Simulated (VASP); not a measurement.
# Na (Pm-3m) in VASP: notebook

The runs below take Na through single point, with PBEsol.

Program: VASP 6.6.1. These are calculated values, not measurements. Logs are shortened: lines on timing, memory, paths and dates and some standing lists are left out, and cuts for length are marked.

### Step 1. The cell of the first run

Symmetry: Pm-3m, No. 221, cubic system. The conventional cell has a = 3.388 Å, b = 3.388 Å, c = 3.388 Å, α = 90.00°, β = 90.00°, γ = 90.00°. Within 4.5 Å of Na (site symmetry m-3m) lie 6 Na at 3.39 Å.

### Step 2. Single point, PBEsol

INCAR

```
SYSTEM = Na
  ALGO = Normal
  EDIFF = 1E-6
  ENCUT = 520
  GGA = PS
  ISIF = 2
  ISMEAR = -1
  LASPH = .TRUE.
  LCHARG = .FALSE.
  LREAL = .FALSE.
  LWAVE = .FALSE.
  NBANDS = 10
  NELM = 100
  PREC = Accurate
  SIGMA = 0.1
```

KPOINTS

```
k-points
0
G
  11 11 11
  0 0 0
```

POSCAR

```
Na
1.0
    3.3883463640      0.0000000000      0.0000000000
    0.0000000000      3.3883463640      0.0000000000
    0.0000000000      0.0000000000      3.3883463640
Na
1
Direct
    0.0000000000      0.0000000000      0.0000000000
```

Potentials or basis: VASP PAW PBE potentials, release 64 (Na_pv).

Command:

```
cat potpaw_PBE.64/Na_pv/POTCAR > POTCAR
mpirun -np 1 vasp_std > vasp.out
```

OUTCAR:

```text
SYSTEM = Na
   EDIFF = 1E-6
   ENCUT = 520
   GGA = PS
   ISIF = 2
   ISMEAR = -1
   LASPH = .TRUE.
   LREAL = .FALSE.
   NELM = 100
   PREC = Accurate

 ion  position               nearest neighbor table
   1  0.000  0.000  0.000-

  LATTYP: Found a simple cubic cell.
 ALAT       =     3.3883463640

  Lattice vectors:

 A1 = (   3.3883463640,   0.0000000000,   0.0000000000)
 A2 = (   0.0000000000,   3.3883463640,   0.0000000000)
 A3 = (   0.0000000000,   0.0000000000,   3.3883463640)

Analysis of symmetry for initial positions (statically):
=====================================================================
 Subroutine PRICEL returns:
 Original cell was already a primitive cell.

 Routine SETGRP: Setting up the symmetry group for a
 simple cubic supercell.

 Subroutine GETGRP returns: Found 48 space group operations
 (whereof 48 operations were pure point group operations)
 out of a pool of 48 trial point group operations.

The static configuration has the point symmetry O_h .

Analysis of symmetry for dynamics (positions and initial velocities):
=====================================================================
 Subroutine PRICEL returns:
 Original cell was already a primitive cell.

 Routine SETGRP: Setting up the symmetry group for a
 simple cubic supercell.

 Subroutine GETGRP returns: Found 48 space group operations
 (whereof 48 operations were pure point group operations)
 out of a pool of 48 trial point group operations.

The dynamic configuration has the point symmetry O_h .

 Subroutine INISYM returns: Found 48 space group operations
 (whereof 48 operations are pure point group operations),
 and found     1 'primitive' translations

----------------------------------------------------------------------------------------

                                     Primitive cell

  volume of cell :      38.9012

  direct lattice vectors                    reciprocal lattice vectors
     3.388346364  0.000000000  0.000000000     0.295129214  0.000000000  0.000000000
     0.000000000  3.388346364  0.000000000     0.000000000  0.295129214  0.000000000
     0.000000000  0.000000000  3.388346364     0.000000000  0.000000000  0.295129214

  length of vectors
     3.388346364  3.388346364  3.388346364     0.295129214  0.295129214  0.295129214

  position of ions in fractional coordinates (direct lattice)
     0.000000000  0.000000000  0.000000000

  ion indices of the primitive-cell ions
   primitive index   ion index
                 1           1

----------------------------------------------------------------------------------------

 KPOINTS: k-points

Automatic generation of k-mesh.
 Grid dimensions read from file:
 generate k-points for:   11   11   11

 Generating k-lattice:

  Cartesian coordinates                     Fractional coordinates (reciprocal lattice)
     0.026829929  0.000000000  0.000000000     0.090909091  0.000000000  0.000000000
     0.000000000  0.026829929  0.000000000     0.000000000  0.090909091  0.000000000
     0.000000000  0.000000000  0.026829929     0.000000000  0.000000000  0.090909091

  Length of vectors
     0.026829929  0.026829929  0.026829929

  Shift w.r.t. Gamma in fractional coordinates (k-lattice)
     0.000000000  0.000000000  0.000000000

 Subroutine IBZKPT returns following result:
 ===========================================

 Found     56 irreducible k-points:

 Following reciprocal coordinates:
            Coordinates               Weight
  0.000000  0.000000  0.000000      1.000000
  0.090909  0.000000  0.000000      6.000000
  0.181818  0.000000  0.000000      6.000000
  0.272727  0.000000  0.000000      6.000000
  0.363636  0.000000  0.000000      6.000000
  0.454545  0.000000  0.000000      6.000000
[... 16 lines left out ...]
  0.181818  0.090909  0.090909     24.000000
  0.272727  0.090909  0.090909     24.000000
 [... further k-points ...]
   k-points           NKPTS =     56   k-points in BZ     NKDIM =     56   number of bands    NBANDS=     10
   number of dos      NEDOS =    301   number of ions     NIONS =      1
   total plane-waves  NPLWV =  21952
   dimension x,y,z NGX =    28 NGY =   28 NGZ =   28
   dimension x,y,z NGXF=    56 NGYF=   56 NGZF=   56
   ions per type =               1
   NGX,Y,Z   is equivalent  to a cutoff of  13.74, 13.74, 13.74 a.u.
   NGXF,Y,Z  is equivalent  to a cutoff of  27.48, 27.48, 27.48 a.u.
 SYSTEM =  Na
   PREC   = accura    normal or accurate (medium, high low for compatibility)
   ISTART =      0    job   : 0-new  1-cont  2-samecut
   ICHARG =      2    charge: 1-file 2-atom 10-const
   ISPIN  =      1    spin polarized calculation?
   LNONCOLLINEAR =      F non collinear calculations
   LSORBIT =      F    spin-orbit coupling
   LASPH  =      T    aspherical Exc in radial PAW
   ENCUT  =  520.0 eV  38.22 Ry    6.18 a.u.   6.30  6.30  6.30*2*pi/ulx,y,z
   NELM   =    100;   NELMIN=  2; NELMDL= -5     # of ELM steps
   EDIFF  = 0.1E-05   stopping-criterion for ELM
   LREAL  =      F    real-space projection
   EDIFFG = 0.1E-04   stopping-criterion for IOM
   NSW    =      0    number of steps for IOM
   IBRION =     -1    ionic relax: 0-MD 1-quasi-New 2-CG
   NFREE  =      0    steps in history (QN), initial steepest desc. (CG)
   ISIF   =      2    stress and relaxation
   ISYM   =      2    0-nonsym 1-usesym 2-fastsym
   POTIM  = 0.5000    time-step for ionic-motion
   TEBEG  =    0.0;   TEEND  =   0.0 temperature during run
   PSTRESS=    0.0 pullay stress
   NELECT =       7.0000    total number of electrons
   NUPDOWN=      -1.0000    fix difference up-down
   EMIN   =  10.00;   EMAX   =-10.00  energy-range for DOS
   EFERMI =   0.00;   METHOD = LEGACY
   ISMEAR =    -1;   SIGMA  =   0.10  broadening in eV -4-tet -1-fermi 0-gaus
   EFERMI_NEDOS =   21; number of points for ismear=-14 and -15
   IALGO  =     38    algorithm
   IMIX   =      4    mixing-type and parameters
     AMIX     =   0.40;   BMIX     =  1.00
     AMIX_MAG =   1.60;   BMIX_MAG =  1.00
  volume/ion in A,a.u.               =      38.90       262.52
  Fermi-wavevector in a.u.,A,eV,Ry     =   0.924243  1.746567 11.622450  0.854226
  Thomas-Fermi vector in A             =   2.049968
   LORBIT       =      0    0 simple, 1 ext, 2 COOP (PROOUT), +10 PAW based schemes
   GGA     = PS    functional components
   LHFCALC =     F    Hartree Fock is set to
   AEXX    =    0.0000 exact exchange contribution
   IVDW    =     0    specifies the selected vdW correction
   LEPSILON=     F    determine dielectric tensor
   LRPA    =     F    only Hartree local field effects (RPA)
 non-spin polarized calculation
  energy-cutoff  :      520.00
  volume of cell :       38.90
 maximum number of plane-waves:      1062
 NGX is ok and might be reduce to    28
   NGX = 13   NGY = 13   NGZ = 13

 number of electron       7.0000010 magnetization

 Free energy of the ion-electron system (eV)
  ---------------------------------------------------
  ext. energy  EPLUGINS =         0.00000000
  ---------------------------------------------------
  free energy    TOTEN  =        -1.28604020 eV

  energy without entropy =       -1.26926950  energy(sigma->0) =       -1.27765485

 E-fermi :   0.1675     XC(G=0):  -6.3701

 val. band max:        0.1600837432   @ k =   0.3636   0.2727   0.1818
 cond. band min:       0.2613243731   @ k =   0.4545   0.1818   0.0909
 fundamental gap:      0.1012406299
 Fermi energy:         0.1674929715

 k-point     1 :       0.0000    0.0000    0.0000
  band No.  band energies     occupation
      1     -24.8054      2.00000
      2     -24.8054      2.00000
      3     -24.8054      2.00000
      4      -2.9974      2.00000
      5       8.4795      0.00000
      6       8.4795      0.00000
      7       9.8086      0.00000
      8       9.8086      0.00000
      9       9.8086      0.00000
     10      12.7501      0.00000

 k-point     2 :       0.0909    0.0000    0.0000
  band No.  band energies     occupation
      1     -24.8094      2.00000
      2     -24.8050      2.00000
      3     -24.8050      2.00000
      4      -2.8855      2.00000
      5       7.2253      0.00000
      6       8.5816      0.00000
      7       9.8985      0.00000
      8       9.8985      0.00000
      9      10.6489      0.00000
     10      13.4346      0.00000

 k-point     3 :       0.1818    0.0000    0.0000
  band No.  band energies     occupation
      1     -24.8202      2.00000
      2     -24.8041      2.00000
      3     -24.8041      2.00000
      4      -2.5513      2.00000
      5       5.4726      0.00000
      6       8.8854      0.00000
      7      10.1680      0.00000
      8      10.1680      0.00000
      9      11.3918      0.00000
     10      15.2318      0.00000

 k-point     4 :       0.2727    0.0000    0.0000
  band No.  band energies     occupation
      1     -24.8344      2.00000
      2     -24.8029      2.00000
      3     -24.8029      2.00000
      4      -1.9989      2.00000
      5       3.7947      0.00000
      6       9.3802      0.00000
      7      10.6163      0.00000
      8      10.6163      0.00000
      9      12.0363      0.00000
     10      15.7539      0.00000
[... 222 lines left out ...]
 k-point    22 :       0.0909    0.0909    0.0909
  band No.  band energies     occupation
      1     -24.8091      2.00000
      2     -24.8085      2.00000
      3     -24.8085      2.00000
      4      -2.6625      2.00000
      5       7.1629      0.00000
      6       7.1629      0.00000
      7       8.7894      0.00000
      8      11.7164      0.00000
      9      11.7164      0.00000
     10      14.2183      0.00000

 k-point    23 :       0.1818    0.0909    0.0909
  band No.  band energies     occupation
      1     -24.8195      2.00000
      2     -24.8079      2.00000
      3     -24.8076      2.00000
      4      -2.3296      2.00000
      5       5.6340      0.00000
      6       7.4598      0.00000
      7       8.7872      0.00000
      8      11.9620      0.00000
      9      12.9437      0.00000
     10      15.4940      0.00000

 k-point    24 :       0.2727    0.0909    0.0909
  band No.  band energies     occupation
      1     -24.8335      2.00000
      2     -24.8067      2.00000
      3     -24.8063      2.00000
      4      -1.7793      2.00000
      5       3.9906      0.00000
      6       7.9525      0.00000
      7       9.2142      0.00000
      8      12.2472      0.00000
      9      13.5967      0.00000
     10      13.9482      0.00000

 [... further k-points ...]
[... 5 lines left out ...]
  --------------------------------------------------------------------------------------
  -------------------------------------------------------------------------------------
  Total       -0.0050462     -0.0050462     -0.0050462      0.0000000      0.0000000     -0.0000000
  in kB       -0.2078297     -0.2078297     -0.2078297      0.0000000      0.0000000     -0.0000000
  external PRESSURE =      -0.2078297 kB  Pullay stress =       0.0000000 kB

 VOLUME and BASIS-vectors are now :
 -----------------------------------------------------------------------------
  energy-cutoff  :      520.00
  volume of cell :       38.90
      direct lattice vectors                 reciprocal lattice vectors
     3.388346364  0.000000000  0.000000000     0.295129214  0.000000000  0.000000000
     0.000000000  3.388346364  0.000000000     0.000000000  0.295129214  0.000000000
     0.000000000  0.000000000  3.388346364     0.000000000  0.000000000  0.295129214

 POSITION                                       TOTAL-FORCE (eV/Angst)
 -----------------------------------------------------------------------------------
      0.00000      0.00000      0.00000         0.000000      0.000000      0.000000
 -----------------------------------------------------------------------------------
    total drift:                               -0.000000     -0.000000     -0.000000

  FREE ENERGIE OF THE ION-ELECTRON SYSTEM (eV)
  ---------------------------------------------------
  free  energy   TOTEN  =        -1.2860401963 eV

  energy  without entropy=       -1.2692694966  energy(sigma->0) =       -1.27765485
```

Wall time 5 s (1 thread of Intel Xeon 6975P-C (Granite Rapids), shared host); peak memory 0.15 GiB.

What came out:

```
Free energy : -1.2860 eV
Pressure    : 0.0 GPa
```

Caveat: the PAW data sets were made with another functional, which shifts forces and pressure a little.

### Step 3. Single point, PBEsol (volume scaled by 1.04)

INCAR

```
SYSTEM = Na
ALGO = Normal
EDIFF = 1E-6
ENCUT = 520
GGA = PS
ISIF = 2
ISMEAR = -1
LASPH = .TRUE.
LCHARG = .FALSE.
LREAL = .FALSE.
LWAVE = .FALSE.
NBANDS = 10
NELM = 100
PREC = Accurate
SIGMA = 0.1
```

KPOINTS is that of step 2.

POSCAR

```
Na
1.0
    3.4329349821      0.0000000000      0.0000000000
    0.0000000000      3.4329349821      0.0000000000
    0.0000000000      0.0000000000      3.4329349821
Na
1
Direct
    0.0000000000      0.0000000000      0.0000000000
```

Potentials or basis: VASP PAW PBE potentials, release 64 (Na_pv).

Command:

```
cat potpaw_PBE.64/Na_pv/POTCAR > POTCAR
mpirun -np 1 vasp_std > vasp.out
```

OUTCAR:

```text
SYSTEM = Na
   EDIFF = 1E-6
   ENCUT = 520
   GGA = PS
   ISIF = 2
   ISMEAR = -1
   LASPH = .TRUE.
   LREAL = .FALSE.
   NELM = 100
   PREC = Accurate

 ion  position               nearest neighbor table
   1  0.000  0.000  0.000-

  LATTYP: Found a simple cubic cell.
 ALAT       =     3.4329349821

  Lattice vectors:

 A1 = (   3.4329349821,   0.0000000000,   0.0000000000)
 A2 = (   0.0000000000,   3.4329349821,   0.0000000000)
 A3 = (   0.0000000000,   0.0000000000,   3.4329349821)

Analysis of symmetry for initial positions (statically):
=====================================================================
 Subroutine PRICEL returns:
 Original cell was already a primitive cell.

 Routine SETGRP: Setting up the symmetry group for a
 simple cubic supercell.

 Subroutine GETGRP returns: Found 48 space group operations
 (whereof 48 operations were pure point group operations)
 out of a pool of 48 trial point group operations.

The static configuration has the point symmetry O_h .

Analysis of symmetry for dynamics (positions and initial velocities):
=====================================================================
[... 156 lines left out ...]
 E-fermi :   0.0622     XC(G=0):  -6.2695

 val. band max:        0.0539495114   @ k =   0.3636   0.2727   0.1818
 cond. band min:       0.1543633672   @ k =   0.4545   0.1818   0.0909
 fundamental gap:      0.1004138558
 Fermi energy:         0.0621933587

 k-point     1 :       0.0000    0.0000    0.0000
  band No.  band energies     occupation
      1     -24.9337      2.00000
      2     -24.9337      2.00000
      3     -24.9337      2.00000
      4      -3.0232      2.00000
      5       8.2092      0.00000
      6       8.2092      0.00000
      7       9.4484      0.00000
      8       9.4484      0.00000
      9       9.4484      0.00000
     10      12.2833      0.00000
[... 287 lines left out ...]
 k-point    24 :       0.2727    0.0909    0.0909
  band No.  band energies     occupation
      1     -24.9584      2.00000
      2     -24.9349      2.00000
      3     -24.9346      2.00000
      4      -1.8374      2.00000
      5       3.7907      0.00000
      6       7.6713      0.00000
      7       8.8749      0.00000
      8      11.8690      0.00000
      9      13.1534      0.00000
     10      13.5046      0.00000

 [... further k-points ...]
[... 5 lines left out ...]
  --------------------------------------------------------------------------------------
  -------------------------------------------------------------------------------------
  Total       -0.0631855     -0.0631855     -0.0631855     -0.0000000     -0.0000000      0.0000000
  in kB       -2.5022515     -2.5022515     -2.5022515     -0.0000000     -0.0000000      0.0000000
  external PRESSURE =      -2.5022515 kB  Pullay stress =       0.0000000 kB

 VOLUME and BASIS-vectors are now :
 -----------------------------------------------------------------------------
  energy-cutoff  :      520.00
  volume of cell :       40.46
      direct lattice vectors                 reciprocal lattice vectors
     3.432934982  0.000000000  0.000000000     0.291295933  0.000000000  0.000000000
     0.000000000  3.432934982  0.000000000     0.000000000  0.291295933  0.000000000
     0.000000000  0.000000000  3.432934982     0.000000000  0.000000000  0.291295933

 POSITION                                       TOTAL-FORCE (eV/Angst)
 -----------------------------------------------------------------------------------
      0.00000      0.00000      0.00000         0.000000      0.000000      0.000000
 -----------------------------------------------------------------------------------
    total drift:                               -0.000000     -0.000000     -0.000000

  FREE ENERGIE OF THE ION-ELECTRON SYSTEM (eV)
  ---------------------------------------------------
  free  energy   TOTEN  =        -1.2850260152 eV

  energy  without entropy=       -1.2679352407  energy(sigma->0) =       -1.27648063
```

OSZICAR:

```text
N       E                     dE             d eps       ncg     rms          rms(c)
DAV:   1     0.270854988471E+02    0.27085E+02   -0.37654E+03  1128   0.568E+02
DAV:   2    -0.704416442355E+00   -0.27790E+02   -0.27674E+02  1154   0.143E+02
DAV:   3    -0.128445401539E+01   -0.58004E+00   -0.57968E+00  1386   0.234E+01
DAV:   4    -0.128904830155E+01   -0.45943E-02   -0.45940E-02  1356   0.201E+00
DAV:   5    -0.128911777086E+01   -0.69469E-04   -0.69469E-04  1268   0.237E-01    0.252E-01
DAV:   6    -0.128641298217E+01    0.27048E-02   -0.31168E-03  1376   0.796E-01    0.155E-01
DAV:   7    -0.128512651615E+01    0.12865E-02   -0.32927E-03  1430   0.716E-01    0.488E-02
DAV:   8    -0.128502511896E+01    0.10140E-03   -0.28532E-04  1280   0.289E-01    0.335E-03
DAV:   9    -0.128502601516E+01   -0.89620E-06   -0.86851E-07   872   0.105E-02
   1 F= -.12850260E+01 E0= -.12764806E+01  d E =-.170908E-01
```

Run time: 5.1 s. Hardware: 1 thread of Intel Xeon 6975P-C (Granite Rapids), shared host; peak memory 0.15 GiB.

What came out:

* Free energy: -1.2850 eV
* Pressure: -0.3 GPa

Levels at points of the mesh, in eV from the Fermi level:
```csv
k point,band 1,band 2,band 3,band 4,band 5,band 6,band 7,band 8,band 9
"(0.00, 0.00, 0.00)",-25.00,-25.00,-25.00,-3.09,8.15,8.15,9.39,9.39,9.39
```

Caveat: the PAW data sets were made with another functional, which shifts forces and pressure a little.

### Step 4. Single point, PBEsol (volume scaled by 1.08)

INCAR

```
SYSTEM = Na
PREC = Accurate ; ENCUT = 520
EDIFF = 1E-7 ; ISMEAR = -1
SIGMA = 0.1 ; LREAL = .FALSE.
LASPH = .TRUE. ; NELM = 60
ALGO = Normal ; ISIF = 2
LWAVE = .FALSE. ; LCHARG = .FALSE.
GGA = PS ; NBANDS = 10
```

KPOINTS

```
regular mesh
0
G
  11 11 11
  0 0 0
```

POSCAR

```
Na
1.0
    3.4763944689      0.0000000000      0.0000000000
    0.0000000000      3.4763944689      0.0000000000
    0.0000000000      0.0000000000      3.4763944689
Na
1
Direct
    0.0000000000      0.0000000000      0.0000000000
```

Command:

```
cat potpaw_PBE.64/Na_pv/POTCAR > POTCAR
mpirun -np 1 vasp_std > vasp.out
```

Run time: 6.4 s. Hardware: 1 thread of Intel Xeon 6975P-C (Granite Rapids), shared host; peak memory 0.15 GiB.

It converged, with:

```yaml
Free_energy: -1.2819 eV
Pressure: -0.4 GPa
```

Levels at points of the mesh, in eV from the Fermi level:
```tsv
k point	band 2	band 3	band 4	band 5	band 6	band 7
(0.00, 0.00, 0.00)	-25.02	-25.02	-3.01	7.99	7.99	9.15
```

Caveat: the PAW data sets were made with another functional, which shifts forces and pressure a little.

### Step 5. Summary

```tsv
cell	gap on the mesh (eV)	pressure (GPa)
a = 3.388 Å, 1 atom	none	0.0
a = 3.433 Å, 1 atom	none	-0.3
a = 3.476 Å, 1 atom	none	-0.4
```

Alike in all rows: task single point; level PBEsol; potentials or basis VASP PAW PBE potentials, release 64 (Na_pv); no spin polarisation; k mesh 11 × 11 × 11; cutoff (eV) 520; smearing fermi-dirac 0.1 eV.

Caveats: the PAW data sets were made with another functional, which shifts forces and pressure a little.

Absolute energies hang on the potentials; compare differences alone.
